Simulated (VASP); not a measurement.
# AlNi3 (Pm-3m) in VASP: a series of runs

Runs on AlNi3. Level: LDA. Tasks: single point.

All numbers are computed with VASP 6.6.1; they aren't measurements. Logs are shortened: lines on timing, memory, paths and dates and some standing lists are left out, and cuts for length are marked.

## Step 1: The cell of the first run

It takes space group Pm-3m (No. 221, cubic). Conventional cell: a = 3.151 Å, b = 3.151 Å, c = 3.151 Å, α = 90.00°, β = 90.00°, γ = 90.00°. Within 2.9 Å of Al (site symmetry m-3m) lie 12 Ni at 2.23 Å. Within 2.9 Å of Ni (site symmetry 4/mmm) lie 4 Al at 2.23 Å and 8 Ni at 2.23 Å.

## Step 2: Single point, LDA, collinear spin, ferromagnetic start

The input, INCAR:

```
ALGO = Normal
EDIFF = 1E-7
ENCUT = 520
GGA = CA
ISIF = 2
ISMEAR = 0
ISPIN = 2
LASPH = T
LCHARG = T
LELF = T
LMAXMIX = 4
LORBIT = 11
LREAL = F
LVHAR = T
LWAVE = F
MAGMOM = 0 0.5 0.5 0.5
NBANDS = 28
NELM = 150
PREC = Accurate
SIGMA = 0.05
```

The input, KPOINTS:

```
k-points
0
Gamma
  20 20 20
```

The input, POSCAR:

```
AlNi3
1.0
    3.1512106096      0.0000000000      0.0000000000
    0.0000000000      3.1512106096      0.0000000000
    0.0000000000      0.0000000000      3.1512106096
Al Ni
1 3
Direct
    0.0000000000      0.0000000000      0.0000000000
    0.0000000000      0.5000000000      0.5000000000
    0.5000000000      0.0000000000      0.5000000000
    0.5000000000      0.5000000000      0.0000000000
```

Potentials or basis: VASP PAW LDA potentials, release 64 (Al, Ni).

Command:

```console
cat potpaw_LDA.64/Al/POTCAR potpaw_LDA.64/Ni/POTCAR > POTCAR
mpirun -np 1 vasp_std > vasp.out
```

OUTCAR:

```text
EDIFF = 1E-7
   ENCUT = 520
   GGA = CA
   ISIF = 2
   ISMEAR = 0
   ISPIN = 2
   LASPH = T
   LORBIT = 11
   LREAL = F
   NELM = 150
   PREC = Accurate

 ion  position               nearest neighbor table
   1  0.000  0.000  0.000-   2 2.23   3 2.23   4 2.23   2 2.23   3 2.23   2 2.23   4 2.23   2 2.23
                             3 2.23   4 2.23   3 2.23   4 2.23
   2  0.000  0.500  0.500-   1 2.23   3 2.23   4 2.23   1 2.23   4 2.23   1 2.23   3 2.23   1 2.23
                             3 2.23   4 2.23   4 2.23   3 2.23
   3  0.500  0.000  0.500-   1 2.23   2 2.23   4 2.23   1 2.23   4 2.23   2 2.23   4 2.23   4 2.23
                             1 2.23   2 2.23   1 2.23   2 2.23
   4  0.500  0.500  0.000-   1 2.23   2 2.23   3 2.23   2 2.23   3 2.23   1 2.23   3 2.23   3 2.23
                             1 2.23   2 2.23   2 2.23   1 2.23

  LATTYP: Found a simple cubic cell.
 ALAT       =     3.1512106096

  Lattice vectors:

 A1 = (   3.1512106096,   0.0000000000,   0.0000000000)
 A2 = (   0.0000000000,   3.1512106096,   0.0000000000)
 A3 = (   0.0000000000,   0.0000000000,   3.1512106096)

Analysis of symmetry for initial positions (statically):
=====================================================================
 Subroutine PRICEL returns:
 Original cell was already a primitive cell.

 Routine SETGRP: Setting up the symmetry group for a
 simple cubic supercell.

 Subroutine GETGRP returns: Found 48 space group operations
 (whereof 48 operations were pure point group operations)
 out of a pool of 48 trial point group operations.

The static configuration has the point symmetry O_h .

Analysis of symmetry for dynamics (positions and initial velocities):
=====================================================================
 Subroutine PRICEL returns:
 Original cell was already a primitive cell.

 Routine SETGRP: Setting up the symmetry group for a
 simple cubic supercell.

 Subroutine GETGRP returns: Found 48 space group operations
 (whereof 48 operations were pure point group operations)
 out of a pool of 48 trial point group operations.

The dynamic configuration has the point symmetry O_h .

Analysis of structural, dynamic, and magnetic symmetry:
=====================================================================
 Subroutine PRICEL returns:
 Original cell was already a primitive cell.

 Routine SETGRP: Setting up the symmetry group for a
 simple cubic supercell.

 Subroutine GETGRP returns: Found 48 space group operations
 (whereof 48 operations were pure point group operations)
 out of a pool of 48 trial point group operations.

The overall configuration has the point symmetry O_h .

 Subroutine INISYM returns: Found 48 space group operations
 (whereof 48 operations are pure point group operations),
 and found     1 'primitive' translations

----------------------------------------------------------------------------------------

                                     Primitive cell

  volume of cell :      31.2919

  direct lattice vectors                    reciprocal lattice vectors
     3.151210610  0.000000000  0.000000000     0.317338358  0.000000000  0.000000000
     0.000000000  3.151210610  0.000000000     0.000000000  0.317338358  0.000000000
     0.000000000  0.000000000  3.151210610     0.000000000  0.000000000  0.317338358

  length of vectors
     3.151210610  3.151210610  3.151210610     0.317338358  0.317338358  0.317338358

  position of ions in fractional coordinates (direct lattice)
     0.000000000  0.000000000  0.000000000
     0.000000000  0.500000000  0.500000000
     0.500000000  0.000000000  0.500000000
     0.500000000  0.500000000  0.000000000

  ion indices of the primitive-cell ions
   primitive index   ion index
                 1           1
                 2           2
                 3           3
                 4           4

----------------------------------------------------------------------------------------

 KPOINTS: k-points

Automatic generation of k-mesh.
 Grid dimensions read from file:
 generate k-points for:   20   20   20

 Generating k-lattice:

  Cartesian coordinates                     Fractional coordinates (reciprocal lattice)
     0.015866918  0.000000000  0.000000000     0.050000000  0.000000000  0.000000000
     0.000000000  0.015866918  0.000000000     0.000000000  0.050000000  0.000000000
     0.000000000  0.000000000  0.015866918     0.000000000  0.000000000  0.050000000

  Length of vectors
     0.015866918  0.015866918  0.015866918

  Shift w.r.t. Gamma in fractional coordinates (k-lattice)
     0.000000000  0.000000000  0.000000000

 Subroutine IBZKPT returns following result:
 ===========================================

 Found    286 irreducible k-points:

 Following reciprocal coordinates:
            Coordinates               Weight
  0.000000  0.000000  0.000000      1.000000
  0.050000  0.000000  0.000000      6.000000
  0.100000  0.000000  0.000000      6.000000
  0.150000  0.000000  0.000000      6.000000
  0.200000  0.000000  0.000000      6.000000
  0.250000  0.000000  0.000000      6.000000
[... 16 lines left out ...]
  0.150000  0.100000  0.000000     24.000000
  0.200000  0.100000  0.000000     24.000000
 [... further k-points ...]
   k-points           NKPTS =    286   k-points in BZ     NKDIM =    286   number of bands    NBANDS=     28
   number of dos      NEDOS =    301   number of ions     NIONS =      4
   total plane-waves  NPLWV =  13824
   dimension x,y,z NGX =    24 NGY =   24 NGZ =   24
   dimension x,y,z NGXF=    48 NGYF=   48 NGZF=   48
   ions per type =               1   3
   NGX,Y,Z   is equivalent  to a cutoff of  12.66, 12.66, 12.66 a.u.
   NGXF,Y,Z  is equivalent  to a cutoff of  25.32, 25.32, 25.32 a.u.
 SYSTEM =  unknown system
   PREC   = accura    normal or accurate (medium, high low for compatibility)
   ISTART =      0    job   : 0-new  1-cont  2-samecut
   ICHARG =      2    charge: 1-file 2-atom 10-const
   ISPIN  =      2    spin polarized calculation?
   LNONCOLLINEAR =      F non collinear calculations
   LSORBIT =      F    spin-orbit coupling
   LASPH  =      T    aspherical Exc in radial PAW
   ENCUT  =  520.0 eV  38.22 Ry    6.18 a.u.   5.86  5.86  5.86*2*pi/ulx,y,z
   NELM   =    150;   NELMIN=  2; NELMDL= -5     # of ELM steps
   EDIFF  = 0.1E-06   stopping-criterion for ELM
   LREAL  =      F    real-space projection
   EDIFFG = 0.1E-05   stopping-criterion for IOM
   NSW    =      0    number of steps for IOM
   IBRION =     -1    ionic relax: 0-MD 1-quasi-New 2-CG
   NFREE  =      0    steps in history (QN), initial steepest desc. (CG)
   ISIF   =      2    stress and relaxation
   ISYM   =      2    0-nonsym 1-usesym 2-fastsym
   POTIM  = 0.5000    time-step for ionic-motion
   TEBEG  =    0.0;   TEEND  =   0.0 temperature during run
   PSTRESS=    0.0 pullay stress
   NELECT =      33.0000    total number of electrons
   NUPDOWN=      -1.0000    fix difference up-down
   EMIN   =  10.00;   EMAX   =-10.00  energy-range for DOS
   EFERMI =   0.00;   METHOD = LEGACY
   ISMEAR =     0;   SIGMA  =   0.05  broadening in eV -4-tet -1-fermi 0-gaus
   EFERMI_NEDOS =   21; number of points for ismear=-14 and -15
   IALGO  =     38    algorithm
   IMIX   =      4    mixing-type and parameters
     AMIX     =   0.40;   BMIX     =  1.00
     AMIX_MAG =   1.60;   BMIX_MAG =  1.00
  volume/ion in A,a.u.               =       7.82        52.79
  Fermi-wavevector in a.u.,A,eV,Ry     =   1.666360  3.148963 37.780034  2.776754
  Thomas-Fermi vector in A             =   2.752569
   LORBIT       =     11    0 simple, 1 ext, 2 COOP (PROOUT), +10 PAW based schemes
   GGA     = CA    functional components
   LHFCALC =     F    Hartree Fock is set to
   AEXX    =    0.0000 exact exchange contribution
   IVDW    =     0    specifies the selected vdW correction
   LEPSILON=     F    determine dielectric tensor
   LRPA    =     F    only Hartree local field effects (RPA)
 spin polarized calculation
 Gauss-broadening in eV      SIGMA  =   0.05
  energy-cutoff  :      520.00
  volume of cell :       31.29
 maximum number of plane-waves:       868
 NGX is ok and might be reduce to    24
   NGX = 11   NGY = 11   NGZ = 11

 number of electron      32.9999976 magnetization       0.0023873

 Free energy of the ion-electron system (eV)
  ---------------------------------------------------
  ext. energy  EPLUGINS =         0.00000000
  ---------------------------------------------------
  free energy    TOTEN  =       -22.46247566 eV

  energy without entropy =      -22.45757267  energy(sigma->0) =      -22.46002416

 E-fermi :  15.2072     XC(G=0): -15.0964

 val. band max:       15.2067668791   @ k =   0.3500   0.3500   0.3000
 cond. band min:      15.2077577364   @ k =   0.3500   0.3500   0.3000
 fundamental gap:      0.0009908573
 Fermi energy:        15.2072278210

 spin component 1

 k-point     1 :       0.0000    0.0000    0.0000
  band No.  band energies     occupation
      1       2.5355      1.00000
      2       8.2197      1.00000
      3       9.2714      1.00000
      4       9.2714      1.00000
      5       9.8518      1.00000
      6       9.8518      1.00000
[... 20 lines left out ...]
     27      32.9098      0.00000
[... 691 lines left out ...]
      6      10.0457      1.00000
[... 20 lines left out ...]
     27      32.0418      0.00000
     28      32.8105      0.00000

 [... further k-points ...]

 spin component 2

 k-point     1 :       0.0000    0.0000    0.0000
  band No.  band energies     occupation
      1       2.5355      1.00000
      2       8.2200      1.00000
      3       9.2719      1.00000
      4       9.2719      1.00000
      5       9.8525      1.00000
      6       9.8525      1.00000
[... 20 lines left out ...]
     27      32.9099      0.00000
[... 691 lines left out ...]
      6      10.0463      1.00000
[... 20 lines left out ...]
     27      32.0419      0.00000
     28      32.8106      0.00000

 [... further k-points ...]
[... 5 lines left out ...]
  --------------------------------------------------------------------------------------
  -------------------------------------------------------------------------------------
  Total       25.5262823     25.5262823     25.5262823      0.0000000      0.0000000     -0.0000000
  in kB     1306.9707244   1306.9707244   1306.9707244      0.0000000      0.0000000     -0.0000000
  external PRESSURE =    1306.9707244 kB  Pullay stress =       0.0000000 kB

 VOLUME and BASIS-vectors are now :
 -----------------------------------------------------------------------------
  energy-cutoff  :      520.00
  volume of cell :       31.29
      direct lattice vectors                 reciprocal lattice vectors
     3.151210610  0.000000000  0.000000000     0.317338358  0.000000000  0.000000000
     0.000000000  3.151210610  0.000000000     0.000000000  0.317338358  0.000000000
     0.000000000  0.000000000  3.151210610     0.000000000  0.000000000  0.317338358

 POSITION                                       TOTAL-FORCE (eV/Angst)
 -----------------------------------------------------------------------------------
      0.00000      0.00000      0.00000         0.000000      0.000000      0.000000
      0.00000      1.57561      1.57561         0.000000      0.000000      0.000000
      1.57561      0.00000      1.57561         0.000000      0.000000      0.000000
      1.57561      1.57561      0.00000         0.000000      0.000000      0.000000
 -----------------------------------------------------------------------------------
    total drift:                                0.000000     -0.000000     -0.000000

  FREE ENERGIE OF THE ION-ELECTRON SYSTEM (eV)
  ---------------------------------------------------
  free  energy   TOTEN  =       -22.4624756561 eV

  energy  without entropy=      -22.4575726737  energy(sigma->0) =      -22.46002416

 total charge

# of ion       s       p       d       tot
------------------------------------------
    1        0.483   0.597   0.000   1.080
    2        0.696   0.946   8.689  10.331
    3        0.696   0.946   8.689  10.331
    4        0.696   0.946   8.689  10.331
--------------------------------------------------
tot          2.573   3.434  26.066  32.073

 magnetization (x)

# of ion       s       p       d       tot
------------------------------------------
    1       -0.000  -0.000   0.000  -0.000
    2       -0.000  -0.000   0.001   0.001
    3       -0.000  -0.000   0.001   0.001
    4       -0.000  -0.000   0.001   0.001
--------------------------------------------------
tot         -0.000  -0.000   0.002   0.002
```

Run time: 2 min. Hardware: 1 thread of Intel Xeon 6975P-C (Granite Rapids), shared host; peak memory 0.41 GiB.

What came out:

- Free energy: -22.4625 eV
- Pressure: 130.7 GPa
- Net moment: 0.00 μB per cell
- Valence electrons inside the program's atomic spheres: Al 1.08; Ni 10.33

Caveat: the cell stands under pressure.

## Step 3: Single point, LDA, collinear spin, ferromagnetic start

This run uses another cell than the first one, of 9.77 Å³/atom.

The input, INCAR:

```
PREC     = Accurate       # precision mode
ENCUT    = 520            # plane-wave cutoff, eV
EDIFF    = 1E-6           # SCF threshold, eV
ISMEAR   = 0              # smearing method
SIGMA    = 0.05           # smearing width, eV
LREAL    = False          # projectors in reciprocal space
LASPH    = True           # aspherical terms in the spheres
NELM     = 150            # most SCF steps
ALGO     = Normal         # electronic algorithm
ISIF     = 2              # what is computed and relaxed
LWAVE    = False          # write WAVECAR
LCHARG   = False          # write CHGCAR
ISPIN    = 2              # spin polarisation
MAGMOM   = 0 0.5 0.5 0.5  # initial moments
LORBIT   = 11             # projections on sites
LMAXMIX  = 4              # l up to which the mixer works
GGA      = CA             # functional
NBANDS   = 28             # bands
```

The input, KPOINTS:

```
regular mesh
0
Gamma
  20 20 20
```

The input, POSCAR:

```
AlNi3
1.0
    3.3932621264      0.0000000000      0.0000000000
    0.0000000000      3.3932621264      0.0000000000
    0.0000000000      0.0000000000      3.3932621264
Al Ni
1 3
Direct
    0.0000000000      0.0000000000      0.0000000000
    0.0000000000      0.5000000000      0.5000000000
    0.5000000000      0.0000000000      0.5000000000
    0.5000000000      0.5000000000      0.0000000000
```

Potentials or basis: VASP PAW LDA potentials, release 64 (Al, Ni).

Command:

```console
cat potpaw_LDA.64/Al/POTCAR potpaw_LDA.64/Ni/POTCAR > POTCAR
mpirun -np 1 vasp_std > vasp.out
```

It took 9.7 min on 1 thread of Oxide Virtual Turin-like, shared host; peak memory 0.45 GiB.

The run converged. Its results:

```
Free energy                                           : -25.6469 eV
Pressure                                              : 20.1 GPa
Net moment                                            : 0.19 μB per cell
Site moments                                          : Al -0.00; Ni +0.07 μB
Valence electrons inside the program's atomic spheres : Al 0.89; Ni 9.70
```

Levels at points of the mesh, in eV from the Fermi level:
Spin up:
| k point | band 13 | band 14 | band 15 | band 16 | band 17 | band 18 | band 19 | band 20 | band 21 | band 22 |
| --- | --- | --- | --- | --- | --- | --- | --- | --- | --- | --- |
| (0.00, 0.00, 0.00) | -0.10 | 0.18 | 0.18 | 0.18 | 0.95 | 0.95 | 0.95 | 7.51 | 7.51 | 8.80 |
| (0.50, 0.00, 0.00) | -1.29 | -1.29 | -1.10 | -0.44 | 0.18 | 6.13 | 6.13 | 6.35 | 6.35 | 7.07 |
| (0.50, 0.50, 0.00) | -1.45 | -1.31 | -1.01 | -0.96 | -0.58 | 1.24 | 1.24 | 8.94 | 8.94 | 9.36 |
| (0.50, 0.50, 0.50) | -1.45 | -1.15 | -1.15 | -0.34 | -0.06 | -0.06 | -0.06 | 4.47 | 4.88 | 4.88 |
Spin down:
| k point | band 14 | band 15 | band 16 | band 17 | band 18 | band 19 | band 20 | band 21 |
| --- | --- | --- | --- | --- | --- | --- | --- | --- |
| (0.00, 0.00, 0.00) | 0.27 | 0.27 | 0.27 | 0.95 | 0.95 | 0.95 | 7.54 | 7.54 |
| (0.50, 0.00, 0.00) | -1.22 | -1.04 | -0.38 | 0.27 | 6.15 | 6.15 | 6.37 | 6.37 |
| (0.50, 0.50, 0.00) | -1.28 | -0.96 | -0.88 | -0.54 | 1.31 | 1.31 | 8.96 | 8.96 |
| (0.50, 0.50, 0.50) | -1.10 | -1.10 | -0.33 | 0.02 | 0.02 | 0.02 | 4.50 | 4.93 |

Caveat: the cell stands under pressure.
